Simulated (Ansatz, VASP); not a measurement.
**One calculation of AlCo, two programs**

```
Co Al
1.0
     2.31705    0.00000    0.00000
    -1.15852    2.00662    0.00000
     0.00000    0.00000    3.36480
Co Al
1 1
Direct
  0.00000 0.00000 0.00000
  0.33333 0.66667 0.50000
```

Change from the starting cell: volume scaled by 0.64, LAPW.

Alike in both runs: task single point; functional PBE; k mesh 15 × 15 × 14; occupations fermi-dirac, width 0.1 eV; no spin polarisation.

|  | VASP | Ansatz |
| --- | --- | --- |
| version | VASP 6.6.1 | Ansatz 0.2.0 |
| potentials or method | VASP PAW PBE potentials, release 64 (Co, Al), cutoff 520 eV | all-electron LAPW, scalar-relativistic |

Ansatz gave:

| Property | Result |
| --- | --- |
| pressure (GPa) | 183.8 |
| traceless stress, the component that is largest in VASP (GPa) | 0.49 |

Q: Which values does VASP return?

A: Pressure (GPa): 184.8; traceless stress, the component that is largest in VASP (GPa): 0.20.

Both programs put the cell under a high pressure, so it lies far from rest at this level. Ansatz ran all-electron here, and VASP with PAW potentials.

Noted on VASP's run: the cell as given lies far from equilibrium.
